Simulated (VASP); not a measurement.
# Hg (P6_3/mmc) in VASP: notebook

Hg is run at these levels: PBEsol+D3(BJ); tasks: single point.

Everything below comes from runs of VASP 6.6.1. Logs are shortened: lines on timing, memory, paths and dates and some standing lists are left out, and cuts for length are marked.

## Step 1: The cell of the first run

The structure is hexagonal, space group P6_3/mmc (No. 194). The conventional cell has a = 3.111 Å, b = 3.111 Å, c = 5.403 Å, α = 90.00°, β = 90.00°, γ = 120.00°. Hg (site symmetry -6m2) has 12 Hg at 3.11 to 3.24 Å within 4.1 Å.

## Step 2: Single point, PBEsol+D3(BJ) (22.65 Å³/atom)

Input file INCAR:

```
SYSTEM = Hg
  ALGO = Fast
  EDIFF = 1E-7
  ENCUT = 520
  GGA = PS
  ISIF = 2
  ISMEAR = 0
  IVDW = 12
  LASPH = .TRUE.
  LCHARG = .FALSE.
  LREAL = .FALSE.
  LWAVE = .FALSE.
  NBANDS = 19
  NELM = 100
  PREC = Accurate
  SIGMA = 0.15
```

Input file KPOINTS:

```
k-points
0
G
  18 18 10
  0 0 0
```

Input file POSCAR:

```
Hg
1.0
    3.1113089710      0.0000000000      0.0000000000
   -1.5556544855      2.6944726079      0.0000000000
    0.0000000000      0.0000000000      5.4030991591
Hg
2
Direct
    0.6666666667      0.3333333333      0.7500000000
    0.3333333333      0.6666666667      0.2500000000
```

Potentials or basis: VASP PAW PBE potentials, release 64 (Hg).

Launch:

```console
> cat potpaw_PBE.64/Hg/POTCAR > POTCAR
> mpirun -np 1 vasp_std > vasp.out
```

OUTCAR:

```text
SYSTEM = Hg
   EDIFF = 1E-7
   ENCUT = 520
   GGA = PS
   ISIF = 2
   ISMEAR = 0
   IVDW = 12
   LASPH = .TRUE.
   LREAL = .FALSE.
   NELM = 100
   PREC = Accurate
 IVDW          = 12

 ion  position               nearest neighbor table
   1  0.667  0.333  0.750-   2 3.24   2 3.24   2 3.24   2 3.24   2 3.24   2 3.24
   2  0.333  0.667  0.250-   1 3.24   1 3.24   1 3.24   1 3.24   1 3.24   1 3.24

  LATTYP: Found a hexagonal cell.
 ALAT       =     3.1113089710
 C/A-ratio  =     1.7366000000

  Lattice vectors:

 A1 = (   3.1113089710,   0.0000000000,   0.0000000000)
 A2 = (  -1.5556544855,   2.6944726079,   0.0000000000)
 A3 = (   0.0000000000,   0.0000000000,   5.4030991591)

Analysis of symmetry for initial positions (statically):
=====================================================================
 Subroutine PRICEL returns:
 Original cell was already a primitive cell.

 Routine SETGRP: Setting up the symmetry group for a
 hexagonal supercell.

 Subroutine GETGRP returns: Found 24 space group operations
 (whereof 12 operations were pure point group operations)
 out of a pool of 24 trial point group operations.

The static configuration has the point symmetry D_3d.
 The point group associated with its full space group is D_6h.

Analysis of symmetry for dynamics (positions and initial velocities):
=====================================================================
 Subroutine PRICEL returns:
 Original cell was already a primitive cell.

 Routine SETGRP: Setting up the symmetry group for a
 hexagonal supercell.

 Subroutine GETGRP returns: Found 24 space group operations
 (whereof 12 operations were pure point group operations)
 out of a pool of 24 trial point group operations.

The dynamic configuration has the point symmetry D_3d.
 The point group associated with its full space group is D_6h.

 Subroutine INISYM returns: Found 24 space group operations
 (whereof 12 operations are pure point group operations),
 and found     1 'primitive' translations

----------------------------------------------------------------------------------------

                                     Primitive cell

  volume of cell :      45.2960

  direct lattice vectors                    reciprocal lattice vectors
     3.111308971  0.000000000  0.000000000     0.321408131  0.185565071  0.000000000
    -1.555654486  2.694472608  0.000000000     0.000000000  0.371130141  0.000000000
     0.000000000  0.000000000  5.403099159     0.000000000  0.000000000  0.185078965

  length of vectors
[... 81 lines left out ...]
   NELM   =    100;   NELMIN=  2; NELMDL= -5     # of ELM steps
   EDIFF  = 0.1E-06   stopping-criterion for ELM
   LREAL  =      F    real-space projection
   EDIFFG = 0.1E-05   stopping-criterion for IOM
   NSW    =      0    number of steps for IOM
   IBRION =     -1    ionic relax: 0-MD 1-quasi-New 2-CG
   NFREE  =      0    steps in history (QN), initial steepest desc. (CG)
   ISIF   =      2    stress and relaxation
   ISYM   =      2    0-nonsym 1-usesym 2-fastsym
   POTIM  = 0.5000    time-step for ionic-motion
   TEBEG  =    0.0;   TEEND  =   0.0 temperature during run
   PSTRESS=    0.0 pullay stress
   NELECT =      24.0000    total number of electrons
   NUPDOWN=      -1.0000    fix difference up-down
   EMIN   =  10.00;   EMAX   =-10.00  energy-range for DOS
   EFERMI =   0.00;   METHOD = LEGACY
   ISMEAR =     0;   SIGMA  =   0.15  broadening in eV -4-tet -1-fermi 0-gaus
   EFERMI_NEDOS =   21; number of points for ismear=-14 and -15
   IALGO  =     68    algorithm
   IMIX   =      4    mixing-type and parameters
     AMIX     =   0.40;   BMIX     =  1.00
     AMIX_MAG =   1.60;   BMIX_MAG =  1.00
  volume/ion in A,a.u.               =      22.65       152.84
  Fermi-wavevector in a.u.,A,eV,Ry     =   1.324724  2.503365 23.876766  1.754893
  Thomas-Fermi vector in A             =   2.454237
   LORBIT       =      0    0 simple, 1 ext, 2 COOP (PROOUT), +10 PAW based schemes
   GGA     = PS    functional components
   LHFCALC =     F    Hartree Fock is set to
   AEXX    =    0.0000 exact exchange contribution
   IVDW    =    12    specifies the selected vdW correction
   LEPSILON=     F    determine dielectric tensor
   LRPA    =     F    only Hartree local field effects (RPA)
 non-spin polarized calculation
 RMM-DIIS sequential band-by-band and
 Gauss-broadening in eV      SIGMA  =   0.15
  energy-cutoff  :      520.00
  volume of cell :       45.30
 maximum number of plane-waves:      1232
 NGX is ok and might be reduce to    24
   NGX = 11   NGY = 11   NGZ = 21

 number of electron      23.9999999 magnetization

 Free energy of the ion-electron system (eV)
  ---------------------------------------------------
  ext. energy  EPLUGINS =         0.00000000
  ---------------------------------------------------
  free energy    TOTEN  =        -1.06964826 eV

  energy without entropy =       -1.06000275  energy(sigma->0) =       -1.06482551

 E-fermi :   2.7937     XC(G=0): -11.2783

 val. band max:        2.7864614949   @ k =   0.3333   0.2778   0.3000
 cond. band min:       2.8130110085   @ k =   0.3333   0.2222   0.2000
 fundamental gap:      0.0265495136
 Fermi energy:         2.7937445365

 k-point     1 :       0.0000    0.0000    0.0000
  band No.  band energies     occupation
      1      -6.5692      2.00000
      2      -5.4673      2.00000
      3      -4.4099      2.00000
      4      -4.1844      2.00000
      5      -4.1844      2.00000
      6      -4.0678      2.00000
[... 505 lines left out ...]
      6      -3.8798      2.00000
[... 11 lines left out ...]
     18      14.1076      0.00000
     19      15.0211      0.00000

 [... further k-points ...]

------------------------ aborting loop because EDIFF is reached ----------------------------------------

 Edisp (eV)   -0.88234

 E8    (eV) :    -0.5985

  FORCE on cell =-STRESS in cart. coord.  units (eV):
  Direction    XX          YY          ZZ          XY          YZ          ZX
  --------------------------------------------------------------------------------------
  -------------------------------------------------------------------------------------
  Total      -0.34989    -0.34989    -0.44728     0.00000    -0.00000     0.00000
  in kB     -12.37592   -12.37592   -15.82086     0.00000    -0.00000     0.00000
  external pressure =      -13.52 kB  Pullay stress =        0.00 kB

 VOLUME and BASIS-vectors are now :
 -----------------------------------------------------------------------------
  energy-cutoff  :      520.00
  volume of cell :       45.30
      direct lattice vectors                 reciprocal lattice vectors
     3.111308971  0.000000000  0.000000000     0.321408131  0.185565071  0.000000000
    -1.555654486  2.694472608  0.000000000     0.000000000  0.371130141  0.000000000
     0.000000000  0.000000000  5.403099159     0.000000000  0.000000000  0.185078965

 POSITION                                       TOTAL-FORCE (eV/Angst)
 -----------------------------------------------------------------------------------
      1.55565      0.89816      4.05232         0.000000     -0.000000      0.000000
     -0.00000      1.79632      1.35077        -0.000000      0.000000      0.000000
 -----------------------------------------------------------------------------------
    total drift:                               -0.000000      0.000000     -0.000000

  FREE ENERGIE OF THE ION-ELECTRON SYSTEM (eV)
  ---------------------------------------------------
  free  energy   TOTEN  =        -1.9519913105 eV

  energy  without entropy=       -1.9423457923  energy(sigma->0) =       -1.94716855
```

OSZICAR:

```text
N       E                     dE             d eps       ncg     rms          rms(c)
DAV:   1     0.182827157435E+03    0.18283E+03   -0.12661E+04  8452   0.124E+03
DAV:   2     0.294919185134E+01   -0.17988E+03   -0.17194E+03  8769   0.322E+02
DAV:   3    -0.117926033878E+01   -0.41285E+01   -0.41150E+01  9523   0.538E+01
DAV:   4    -0.118573765760E+01   -0.64773E-02   -0.64764E-02  9302   0.205E+00
DAV:   5    -0.118574619406E+01   -0.85365E-05   -0.85366E-05  9334   0.741E-02    0.597E+00
RMM:   6    -0.108057294550E+01    0.10517E+00   -0.21174E-01  8475   0.388E+00    0.445E+00
RMM:   7    -0.107073388900E+01    0.98391E-02   -0.37482E-02  8736   0.131E+00    0.158E+00
RMM:   8    -0.106961804099E+01    0.11158E-02   -0.51648E-03  8898   0.845E-01    0.108E-01
RMM:   9    -0.106963854014E+01   -0.20499E-04   -0.11986E-04  9284   0.106E-01    0.522E-02
RMM:  10    -0.106964822015E+01   -0.96800E-05   -0.32418E-05  9140   0.709E-02    0.628E-03
RMM:  11    -0.106964819610E+01    0.24048E-07   -0.30526E-06  9332   0.160E-02    0.134E-03
RMM:  12    -0.106964826487E+01   -0.68770E-07   -0.24495E-07  6637   0.571E-03
   1 F= -.19519913E+01 E0= -.19471686E+01  d E =-.964552E-02
```

Run time: 2.3 min. Hardware: 1 thread of Intel Xeon 8259CL, shared host; peak memory 0.29 GiB.

What came out:

```
Free energy                : -1.9520 eV
Pressure                   : -1.4 GPa
Band gap on the k mesh     : zero (bands 12 and 13 overlap by 2.36 eV)
Dispersion energy per atom : -0.441 eV
```

Levels at points of the mesh, in eV from the Fermi level:
```tsv
k point	band 8	band 9	band 10	band 11	band 12	band 13	band 14	band 15	band 16	band 17
(0.00, 0.00, 0.00)	-6.42	-6.42	-5.84	-5.84	-2.09	-2.03	12.95	13.64	13.95	13.95
(0.50, 0.00, 0.00)	-5.79	-5.62	-5.56	-2.06	-1.98	2.56	2.57	4.00	7.14	7.79
(0.00, 0.00, 0.50)	-6.72	-6.06	-6.06	-6.06	-6.06	5.72	5.72	13.92	13.92	14.88
(0.50, 0.00, 0.50)	-5.84	-5.58	-5.58	-1.15	-1.15	-0.23	-0.23	9.30	9.30	9.86
```

Caveat: the PAW data sets were made with another functional, which shifts forces and pressure a little; spin-orbit coupling is left out, which moves the levels of the heavy elements.

(Part 1 of 2 ends here.)
